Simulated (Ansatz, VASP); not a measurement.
**One calculation of SnSe2, two programs**

File INCAR:

```
SYSTEM = SnSe2
PREC = Accurate
ENCUT = 500
EDIFF = 1E-6
ISMEAR = -1
SIGMA = 0.03
LREAL = .False.
LASPH = .True.
NELM = 120
ALGO = Normal
ISIF = 2
LWAVE = .False.
LCHARG = .False.
GGA = PE
NBANDS = 20
GGA_COMPAT = .False.
```

File KPOINTS:

```
regular mesh
0
Gamma
  5 5 3
  0 0 0
```

File POSCAR:

```
SnSe2
1.0
    3.8110000000      0.0000000000      0.0000000000
   -1.9055000000      3.3004228138      0.0000000000
    0.0000000000      0.0000000000      6.1360000000
Sn Se
1 2
Direct
    0.0000000000      0.0000000000      0.0000000000
    0.6666666667      0.3333333333      0.7510000000
    0.3333333333      0.6666666667      0.2490000000
```

File input.yaml:

```yaml
crystal:
  lattice:
    - [3.811, 0.0, 0.0]
    - [-1.9055, 3.3004228138, 0.0]
    - [0.0, 0.0, 6.136]
  atoms:
    - { symbol: Sn, position: [0.0, 0.0, 0.0] }
    - { symbol: Se, position: [0.6666666667, 0.3333333333, 0.751] }
    - { symbol: Se, position: [0.3333333333, 0.6666666667, 0.249] }
kpoints:
  mp_grid: { grid: [5, 5, 3] }
scf:
  occupations: { method: fermi_dirac, width: 0.03 }
hamiltonian:
  xc: pbe
  pseudopotentials: { kind: all_electron, lapw: { basis_error: 0.002 } }
output:
  forces: true
  stress: true
  eigenvalues: true
```

Alike in both runs: task single point; functional PBE; k mesh 5 × 5 × 3; occupations fermi-dirac, width 0.03 eV; no spin polarisation.

```csv
,VASP,Ansatz
version,VASP 6.6.1,Ansatz 0.2.0
potentials or method,"VASP PAW PBE potentials, release 64 (Sn_d, Se), cutoff 500 eV","all-electron LAPW, scalar-relativistic"
```

Ansatz gave:

```
gap on the k mesh at the Fermi level (eV)                     : 0.80
least direct gap on the mesh (eV)                             : 1.11
pressure (GPa)                                                : 5.7
traceless stress, the component that is largest in VASP (GPa) : 0.77
rms of the force components (eV/Å)                            : 0.350
```

Question: Estimate VASP's values.

Answer: gap on the k mesh at the Fermi level (eV): 0.79; least direct gap on the mesh (eV): 1.09; pressure (GPa): 5.8; traceless stress, the component that is largest in VASP (GPa): 0.77; rms of the force components (eV/Å): 0.358.

Atom by atom the forces differ by 0.009 eV/Å (rms over components). Ansatz ran all-electron here, and VASP with PAW potentials.
